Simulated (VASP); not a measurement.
Input of a VASP 6.6.1 run:

Contents of INCAR:

```
SYSTEM = Hf
PREC = Accurate
ENCUT = 500
EDIFF = 1E-7
ISMEAR = 1
SIGMA = 0.1
LREAL = .False.
LASPH = .True.
NELM = 120
ALGO = Normal
ISIF = 8
LWAVE = .False.
LCHARG = .False.
GGA = PS
IBRION = 2
NSW = 60
EDIFFG = -0.03
GGA_COMPAT = .False.
NELMIN = 4
```

Contents of KPOINTS:

```
regular mesh
0
Gamma
  9 9 9
  0 0 0
```

POSCAR

```
Hf
1.0
    0.0000000000      2.2200000000      2.2200000000
    2.2200000000      0.0000000000      2.2200000000
    2.2200000000      2.2200000000      0.0000000000
Hf
1
Direct
    0.0000000000      0.0000000000      0.0000000000
```

Potentials or basis: VASP PAW PBE potentials, release 64 (Hf_pv).

The run is started by

```sh
$ cat potpaw_PBE.64/Hf_pv/POTCAR > POTCAR
$ mpirun -np 1 vasp_std > vasp.out
```

**Question.** Estimate the relaxed volume.

**Answer.** 21.62 Å³/atom.

**Question.** Predict the relaxed cell.

**Answer.** a = 3.127 Å, b = 3.127 Å, c = 3.127 Å, α = 60.00°, β = 60.00°, γ = 60.00°.

**Question.** Estimate the band gap on the k mesh.

**Answer.** Zero (band 5 reaches 6.22 eV, above the bottom of band 6 at 4.26 eV).

The path:
| step | energy change (eV) | largest force (eV/Å) | pressure (GPa) | volume (Å³) |
| --- | --- | --- | --- | --- |
| 1 | 0.0000 | 0.0000 | -1.28 | 21.88 |
| 2 | 0.0003 | 0.0000 | 1.49 | 21.33 |
| 3 | -0.0010 | 0.0000 | -0.01 | 21.62 |

Caveat: the PAW data sets were made with another functional, which shifts forces and pressure a little; spin-orbit coupling is left out, which moves the levels of the heavy elements.
